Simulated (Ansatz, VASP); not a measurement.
Ag in VASP and in Ansatz

INCAR

```
SYSTEM = Ag
ALGO     = Fast           ! electronic algorithm
EDIFF    = 1E-6           ! SCF threshold, eV
ENCUT    = 520            ! plane-wave cutoff, eV
GGA      = PE             ! functional
ISIF     = 2              ! what is computed and relaxed
ISMEAR   = 0              ! smearing method
LASPH    = .TRUE.         ! aspherical terms in the spheres
LCHARG   = .FALSE.        ! write CHGCAR
LREAL    = .FALSE.        ! projectors in reciprocal space
LWAVE    = .FALSE.        ! write WAVECAR
NBANDS   = 12             ! bands
NELM     = 80             ! most SCF steps
PREC     = Accurate       ! precision mode
SIGMA    = 0.1            ! smearing width, eV
```

KPOINTS

```
k-points
0
G
  18 18 18
  0 0 0
```

POSCAR

```
Ag
1.0
   -1.7308372481      1.7308372481      1.7308372481
    1.7308372481     -1.7308372481      1.7308372481
    1.7308372481      1.7308372481     -1.7308372481
Ag
1
Direct
    0.0000000000      0.0000000000      0.0000000000
```

Input for Ansatz:

```yaml
crystal:
  lattice:
    - [-1.7308372481, 1.7308372481, 1.7308372481]
    - [1.7308372481, -1.7308372481, 1.7308372481]
    - [1.7308372481, 1.7308372481, -1.7308372481]
  atoms:
    - { symbol: Ag, position: [0.0, 0.0, 0.0] }
basis:
  ecutwfc: 420
kpoints:
  mp_grid: { grid: [18, 18, 18] }
hamiltonian:
  xc: pbe
scf:
  occupations: { method: gaussian, width: 0.1 }
output:
  forces: true
  stress: true
  eigenvalues: true
```

Alike in both runs: task single point; functional PBE; k mesh 18 × 18 × 18; occupations gaussian, width 0.1 eV; no spin polarisation.

|  | VASP | Ansatz |
| --- | --- | --- |
| version | VASP 6.6.1 | Ansatz 0.2.0 |
| potentials or method | VASP PAW PBE potentials, release 64 (Ag), cutoff 520 eV | scalar-relativistic, plane waves, PAW |
| valence electrons in the cell | 11 | 19 |

|  | VASP | Ansatz | Ansatz less VASP |
| --- | --- | --- | --- |
| gap on the k mesh at the Fermi level (eV) | none | none | - |
| pressure (GPa) | -8.3 | -8.3 | +0.01 |

A gap of «none» marks a metal or a gap that the smearing closes. VASP's potentials hold 11 valence electrons a cell and Ansatz's 19, so a difference there can come from the potentials and not from the codes.
